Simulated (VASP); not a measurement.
Crystal: MoS2.

```
Mo S
1.0
     3.12083    0.00000    0.00000
    -1.56042    2.70272    0.00000
     0.00000    0.00000   12.54084
Mo S
2 4
Direct
  0.33333 0.66667 0.25000
  0.66667 0.33333 0.75000
  0.33333 0.66667 0.62652
  0.66667 0.33333 0.12652
  0.33333 0.66667 0.87348
  0.66667 0.33333 0.37348
```

```yaml
Program: VASP 6.6.1
Task: relaxation of shape and atoms at fixed volume
Functional: PBEsol
Potentials_or_basis: VASP PAW PBE potentials, release 64 (Mo_sv, S)
Cutoff: 500 eV
k_mesh: 8 × 8 × 2
Occupations: gaussian, width 0.05 eV
Spin: collinear spin
Starting_moments: "[0.05, 0.05, 0.0, 0.0, 0.0, 0.0] μB"
```

At the start: pressure 3.1 GPa; volume 17.63 Å³/atom.

Problem. How do energy, volume and symmetry change on relaxing?

Solution. Over 5 steps the energy falls by 3.1 meV/atom; space group P6_3/mmc (No. 194, to 0.1 Å) before and after; moment 0.00 μB per cell.

Step by step:
| step | energy change (eV) | largest force (eV/Å) | pressure (GPa) | volume (Å³) |
| --- | --- | --- | --- | --- |
| 1 | 0.0000 | 0.3519 | 3.15 | 105.78 |
| 2 | -0.0111 | 0.0064 | 1.34 | 105.78 |
| 3 | -0.0112 | 0.0166 | 1.46 | 105.78 |
| 4 | -0.0169 | 0.0110 | 0.91 | 105.78 |
| 5 | -0.0188 | 0.0052 | 0.37 | 105.78 |

Final structure:
```xyz
6
Lattice="3.1384 0.0000 0.0000 -1.5692 2.7180 0.0000 0.0000 0.0000 12.4005" Properties=species:S:1:pos:R:3 pbc="T T T"
Mo    0.0000    1.8120    3.1001
Mo    1.5692    0.9060    9.3004
S     0.0000    1.8120    7.7412
S     1.5692    0.9060    1.5409
S     0.0000    1.8120   10.8596
S     1.5692    0.9060    4.6593
```

Caveat: the PAW data sets were made with another functional, which shifts forces and pressure a little; this functional lacks dispersion, which binds layers or chains, so the pressure and a relaxed spacing across them are unreliable.
